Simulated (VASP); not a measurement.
# Sc (Fd-3m) in VASP: notebook

Runs on Sc. Level: PBE. Tasks: single point.

All numbers are computed with VASP 6.6.1; they aren't measurements. Logs are shortened: lines on timing, memory, paths and dates and some standing lists are left out, and cuts for length are marked.

## 1. The cell of the first run

The structure is cubic, space group Fd-3m (No. 227). Conventional cell: a = 6.534 Å, b = 6.534 Å, c = 6.534 Å, α = 90.00°, β = 90.00°, γ = 90.00°. Sc (site symmetry -43m) has 4 Sc at 2.83 Å within 3.7 Å.

This isn't the form of Sc at room conditions, which is hcp.

## 2. Single point, PBE

The input, POSCAR:

```
Sc
1.0
    0.0000000000      3.2670260426      3.2670260426
    3.2670260426      0.0000000000      3.2670260426
    3.2670260426      3.2670260426      0.0000000000
Sc
2
Direct
   -0.1250000000     -0.1250000000     -0.1250000000
    0.1250000000      0.1250000000      0.1250000000
```

The input, INCAR.step1:

```
SYSTEM = Sc
PREC = Accurate
ENCUT = 520
EDIFF = 1E-6
ISMEAR = -1
SIGMA = 0.08
LREAL = .FALSE.
LASPH = .TRUE.
NELM = 60
ALGO = Normal
ISIF = 2
LWAVE = .FALSE.
LCHARG = .TRUE.
LMAXMIX = 4
GGA = PE
NBANDS = 18
```

The input, KPOINTS.step1:

```
regular mesh
0
G
  12 12 12
  0 0 0
```

The input, INCAR.step2:

```
SYSTEM = Sc
PREC = Accurate
ENCUT = 520
EDIFF = 1E-6
ISMEAR = -5
SIGMA = 0.08
LREAL = .FALSE.
LASPH = .TRUE.
NELM = 60
ALGO = Normal
ISIF = 2
LWAVE = .FALSE.
LCHARG = .FALSE.
LMAXMIX = 4
GGA = PE
LORBIT = 10
NEDOS = 2001
ICHARG = 11
```

The input, KPOINTS.step2:

```
regular mesh
0
G
  18 18 18
  0 0 0
```

Potentials or basis: VASP PAW PBE potentials, release 64 (Sc_sv).

Started as:

```
$ cat potpaw_PBE.64/Sc_sv/POTCAR > POTCAR
$ cp INCAR.step1 INCAR
$ cp KPOINTS.step1 KPOINTS
$ mpirun -np 1 vasp_std > vasp.out
$ cp INCAR.step2 INCAR
$ cp KPOINTS.step2 KPOINTS
$ mpirun -np 1 vasp_std > vasp.out
```

OUTCAR:

```text
SYSTEM = Sc
   PREC = Accurate
   ENCUT = 520
   EDIFF = 1E-6
   ISMEAR = -5
   LREAL = .FALSE.
   LASPH = .TRUE.
   NELM = 60
   ISIF = 2
   GGA = PE
   LORBIT = 10
   ICHARG = 11

 ion  position               nearest neighbor table
   1  0.875  0.875  0.875-   2 2.83   2 2.83   2 2.83   2 2.83
   2  0.125  0.125  0.125-   1 2.83   1 2.83   1 2.83   1 2.83

  LATTYP: Found a face centered cubic cell.
 ALAT       =     6.5340520852

  Lattice vectors:

 A1 = (   0.0000000000,   3.2670260426,   3.2670260426)
 A2 = (   3.2670260426,   0.0000000000,   3.2670260426)
 A3 = (   3.2670260426,   3.2670260426,   0.0000000000)

Analysis of symmetry for initial positions (statically):
=====================================================================
 Subroutine PRICEL returns:
 Original cell was already a primitive cell.

 Routine SETGRP: Setting up the symmetry group for a
 face centered cubic supercell.

 Subroutine GETGRP returns: Found 48 space group operations
 (whereof 12 operations were pure point group operations)
 out of a pool of 48 trial point group operations.

The static configuration has the point symmetry D_3d.
 The point group associated with its full space group is O_h .

Analysis of symmetry for dynamics (positions and initial velocities):
=====================================================================
 Subroutine PRICEL returns:
 Original cell was already a primitive cell.

 Routine SETGRP: Setting up the symmetry group for a
 face centered cubic supercell.

 Subroutine GETGRP returns: Found 48 space group operations
 (whereof 12 operations were pure point group operations)
 out of a pool of 48 trial point group operations.

The dynamic configuration has the point symmetry D_3d.
 The point group associated with its full space group is O_h .

 Subroutine INISYM returns: Found 48 space group operations
 (whereof 12 operations are pure point group operations),
 and found     1 'primitive' translations

----------------------------------------------------------------------------------------

                                     Primitive cell

  volume of cell :      69.7409

  direct lattice vectors                    reciprocal lattice vectors
     0.000000000  3.267026043  3.267026043    -0.153044388  0.153044388  0.153044388
     3.267026043  0.000000000  3.267026043     0.153044388 -0.153044388  0.153044388
     3.267026043  3.267026043  0.000000000     0.153044388  0.153044388 -0.153044388

  length of vectors
     4.620272538  4.620272538  4.620272538     0.265080655  0.265080655  0.265080655

  position of ions in fractional coordinates (direct lattice)
     0.875000000  0.875000000  0.875000000
     0.125000000  0.125000000  0.125000000

  ion indices of the primitive-cell ions
   primitive index   ion index
                 1           1
                 2           2

----------------------------------------------------------------------------------------

 KPOINTS: regular mesh

Automatic generation of k-mesh.
 Grid dimensions read from file:
 generate k-points for:   18   18   18

 Generating k-lattice:

  Cartesian coordinates                     Fractional coordinates (reciprocal lattice)
    -0.008502466  0.008502466  0.008502466     0.055555556  0.000000000  0.000000000
     0.008502466 -0.008502466  0.008502466     0.000000000  0.055555556  0.000000000
     0.008502466  0.008502466 -0.008502466     0.000000000  0.000000000  0.055555556

  Length of vectors
     0.014726703  0.014726703  0.014726703

  Shift w.r.t. Gamma in fractional coordinates (k-lattice)
     0.000000000  0.000000000  0.000000000

 TETIRR: Found    806 inequivalent tetrahedra from    34992

 Subroutine IBZKPT returns following result:
 ===========================================

 Found    195 irreducible k-points:

 Following reciprocal coordinates:
            Coordinates               Weight
  0.000000  0.000000  0.000000      1.000000
  0.055556  0.000000  0.000000      8.000000
  0.111111  0.000000  0.000000      8.000000
  0.166667  0.000000  0.000000      8.000000
  0.222222  0.000000  0.000000      8.000000
  0.277778  0.000000  0.000000      8.000000
[... 16 lines left out ...]
 -0.277778  0.055556  0.000000     24.000000
 -0.222222  0.055556  0.000000     24.000000
 [... further k-points ...]
   k-points           NKPTS =    195   k-points in BZ     NKDIM =    195   number of bands    NBANDS=     15
   number of dos      NEDOS =   2001   number of ions     NIONS =      2
   total plane-waves  NPLWV =  46656
   dimension x,y,z NGX =    36 NGY =   36 NGZ =   36
   dimension x,y,z NGXF=    72 NGYF=   72 NGZF=   72
   ions per type =               2
   NGX,Y,Z   is equivalent  to a cutoff of  12.95, 12.95, 12.95 a.u.
   NGXF,Y,Z  is equivalent  to a cutoff of  25.91, 25.91, 25.91 a.u.
 SYSTEM =  Sc
   PREC   = accura    normal or accurate (medium, high low for compatibility)
   ISTART =      0    job   : 0-new  1-cont  2-samecut
   ICHARG =     11    charge: 1-file 2-atom 10-const
   ISPIN  =      1    spin polarized calculation?
   LNONCOLLINEAR =      F non collinear calculations
   LSORBIT =      F    spin-orbit coupling
   LASPH  =      T    aspherical Exc in radial PAW
   ENCUT  =  520.0 eV  38.22 Ry    6.18 a.u.   8.59  8.59  8.59*2*pi/ulx,y,z
   NELM   =     60;   NELMIN=  2; NELMDL=  0     # of ELM steps
   EDIFF  = 0.1E-05   stopping-criterion for ELM
   LREAL  =      F    real-space projection
   EDIFFG = 0.1E-04   stopping-criterion for IOM
   NSW    =      0    number of steps for IOM
   IBRION =     -1    ionic relax: 0-MD 1-quasi-New 2-CG
   NFREE  =      0    steps in history (QN), initial steepest desc. (CG)
   ISIF   =      2    stress and relaxation
   ISYM   =      2    0-nonsym 1-usesym 2-fastsym
   POTIM  = 0.5000    time-step for ionic-motion
   TEBEG  =    0.0;   TEEND  =   0.0 temperature during run
   PSTRESS=    0.0 pullay stress
   NELECT =      22.0000    total number of electrons
   NUPDOWN=      -1.0000    fix difference up-down
   EMIN   =  10.00;   EMAX   =-10.00  energy-range for DOS
   EFERMI =   0.00;   METHOD = LEGACY
   ISMEAR =    -5;   SIGMA  =   0.08  broadening in eV -4-tet -1-fermi 0-gaus
   EFERMI_NEDOS =   21; number of points for ismear=-14 and -15
   IALGO  =     38    algorithm
   IMIX   =      4    mixing-type and parameters
     AMIX     =   0.40;   BMIX     =  1.00
     AMIX_MAG =   1.60;   BMIX_MAG =  1.00
  volume/ion in A,a.u.               =      34.87       235.32
  Fermi-wavevector in a.u.,A,eV,Ry     =   1.114431  2.105969 16.897839  1.241956
  Thomas-Fermi vector in A             =   2.251026
   LORBIT       =     10    0 simple, 1 ext, 2 COOP (PROOUT), +10 PAW based schemes
   GGA     = PE    functional components
   LHFCALC =     F    Hartree Fock is set to
   AEXX    =    0.0000 exact exchange contribution
   IVDW    =     0    specifies the selected vdW correction
   LEPSILON=     F    determine dielectric tensor
   LRPA    =     F    only Hartree local field effects (RPA)
 non-spin polarized calculation
 Fermi weights with tetrahedron method with Bloechl corrections
  energy-cutoff  :      520.00
  volume of cell :       69.74
 maximum number of plane-waves:      1895

 number of electron      21.9999993 magnetization

 Free energy of the ion-electron system (eV)
  ---------------------------------------------------
  ext. energy  EPLUGINS =         0.00000000
  ---------------------------------------------------
  free energy    TOTEN  =        -8.51742606 eV

  energy without entropy =       -8.51742606  energy(sigma->0) =       -8.51742606

 E-fermi :   1.7174     XC(G=0):  -8.3669

 val. band max:        1.7390306339   @ k =   0.0000   0.0000   0.0000
 cond. band min:       1.7086341411   @ k =  -0.3889   0.2222   0.0000
 fundamental gap:     -0.0303964928
 Fermi energy:         1.7173581097

 k-point     1 :       0.0000    0.0000    0.0000
  band No.  band energies     occupation
      1     -48.2615      2.00000
      2     -48.0574      2.00000
      3     -27.0243      2.00000
      4     -27.0243      2.00000
      5     -27.0243      2.00000
      6     -26.6475      2.00000
      7     -26.6475      2.00000
      8     -26.6475      2.00000
      9      -2.3363      2.00000
     10       1.7390      1.30240
     11       1.7390     -0.00565
     12       1.9273      0.00000
     13       1.9273      0.00000
     14       1.9273      0.00000
     15       3.2787      0.00000

 k-point     2 :       0.0556    0.0000    0.0000
  band No.  band energies     occupation
      1     -48.2604      2.00000
      2     -48.0586      2.00000
      3     -27.0257      2.00000
      4     -27.0257      2.00000
      5     -27.0241      2.00000
      6     -26.6479      2.00000
      7     -26.6461      2.00000
      8     -26.6461      2.00000
      9      -2.2994      2.00000
     10       1.7010      1.96771
     11       1.7010      1.52395
     12       1.9259      0.00000
     13       1.9797      0.00000
     14       1.9797      0.00000
     15       3.2293      0.00000
[... 365 lines left out ...]
      3     -27.0612      2.00000
      4     -27.0509      2.00000
      5     -27.0150      2.00000
      6     -26.6620      2.00000
      7     -26.6206      2.00000
      8     -26.6112      2.00000
      9      -1.3140      2.00000
     10       1.5077      2.00000
     11       1.6111      2.00000
     12       1.9638      0.00000
     13       2.0486      0.00000
     14       2.2209      0.00000
     15       2.3098      0.00000

 k-point    24 :      -0.2222    0.0556    0.0000
  band No.  band energies     occupation
      1     -48.2407      2.00000
      2     -48.0785      2.00000
      3     -27.0536      2.00000
      4     -27.0436      2.00000
      5     -27.0168      2.00000
      6     -26.6590      2.00000
      7     -26.6281      2.00000
      8     -26.6186      2.00000
      9      -1.6355      2.00000
     10       1.4959      2.00000
     11       1.6231      2.00000
     12       1.9611      0.00000
     13       2.1718      0.00000
     14       2.3111      0.00000
     15       2.4329      0.00000

 [... further k-points ...]

------------------------ aborting loop because EDIFF is reached ----------------------------------------

  FORCE on cell =-STRESS in cart. coord.  units (eV):
  Direction    XX          YY          ZZ          XY          YZ          ZX
  --------------------------------------------------------------------------------------
  -------------------------------------------------------------------------------------
  Total       -0.4204386     -0.4204386     -0.4204386     -0.0000000      0.0000000      0.0000000
  in kB       -9.6588496     -9.6588496     -9.6588496     -0.0000000      0.0000000      0.0000000
  external PRESSURE =      -9.6588496 kB  Pullay stress =       0.0000000 kB

 VOLUME and BASIS-vectors are now :
 -----------------------------------------------------------------------------
  energy-cutoff  :      520.00
  volume of cell :       69.74
      direct lattice vectors                 reciprocal lattice vectors
     0.000000000  3.267026043  3.267026043    -0.153044388  0.153044388  0.153044388
     3.267026043  0.000000000  3.267026043     0.153044388 -0.153044388  0.153044388
     3.267026043  3.267026043  0.000000000     0.153044388  0.153044388 -0.153044388

 POSITION                                       TOTAL-FORCE (eV/Angst)
 -----------------------------------------------------------------------------------
      5.71730      5.71730      5.71730        -0.000000      0.000000      0.000000
      0.81676      0.81676      0.81676         0.000000     -0.000000     -0.000000
 -----------------------------------------------------------------------------------
    total drift:                                0.000000      0.000000      0.000000

  FREE ENERGIE OF THE ION-ELECTRON SYSTEM (eV)
  ---------------------------------------------------
  free  energy   TOTEN  =        -8.5174260552 eV

  energy  without entropy=       -8.5174260552  energy(sigma->0) =       -8.51742606

 total charge

# of ion       s       p       d       tot
------------------------------------------
    1        2.315   6.011   1.135   9.460
    2        2.315   6.011   1.135   9.460
--------------------------------------------------
tot          4.629  12.022   2.270  18.921
```

Run time: 92 s. Hardware: 1 thread of Intel Xeon 6975P-C (Granite Rapids), shared host; peak memory 0.31 GiB.

Results:

| Quantity | Value |
| --- | --- |
| Valence electrons inside the program's atomic spheres | Sc 9.46 |

## 3. Single point, PBE (34.87 Å³/atom)

POSCAR is that of step 2.

The input, INCAR.step1:

```
ALGO = Normal
EDIFF = 1E-6
ENCUT = 520
GGA = PE
ISIF = 2
ISMEAR = -1
LASPH = T
LCHARG = T
LMAXMIX = 4
LREAL = F
LWAVE = F
NBANDS = 18
NELM = 60
PREC = Accurate
SIGMA = 0.08
```

The input, KPOINTS.step1:

```
k-points
0
Gamma
  12 12 12
```

The input, INCAR.step2:

```
ALGO = Normal
EDIFF = 1E-6
ENCUT = 520
GGA = PE
ICHARG = 11
ISIF = 2
ISMEAR = -5
LASPH = T
LCHARG = F
LMAXMIX = 4
LORBIT = 10
LREAL = F
LWAVE = F
NBANDS = 18
NEDOS = 2001
NELM = 60
PREC = Accurate
SIGMA = 0.08
```

The input, KPOINTS.step2:

```
k-points
0
Gamma
  18 18 18
```

Potentials or basis: VASP PAW PBE potentials, release 64 (Sc_sv).

Started as:

```
$ cat potpaw_PBE.64/Sc_sv/POTCAR > POTCAR
$ cp INCAR.step1 INCAR
$ cp KPOINTS.step1 KPOINTS
$ mpirun -np 1 vasp_std > vasp.out
$ cp INCAR.step2 INCAR
$ cp KPOINTS.step2 KPOINTS
$ mpirun -np 1 vasp_std > vasp.out
```

Wall time 86 s (1 thread of Intel Xeon 6975P-C (Granite Rapids), shared host); peak memory 0.33 GiB.

The run converged. Its results:

```
Valence electrons inside the program's atomic spheres : Sc 9.46
```

Levels at points of the mesh, in eV from the Fermi level:
```tsv
k point	band 9	band 10	band 11	band 12	band 13	band 14
(0.00, 0.00, 0.00)	-4.05	0.02	0.02	0.21	0.21	0.21
(0.50, 0.00, 0.00)	-1.88	-0.97	-0.01	-0.01	0.33	0.33
(0.50, 0.50, 0.00)	-1.01	-1.01	-0.27	-0.27	0.44	0.44
```
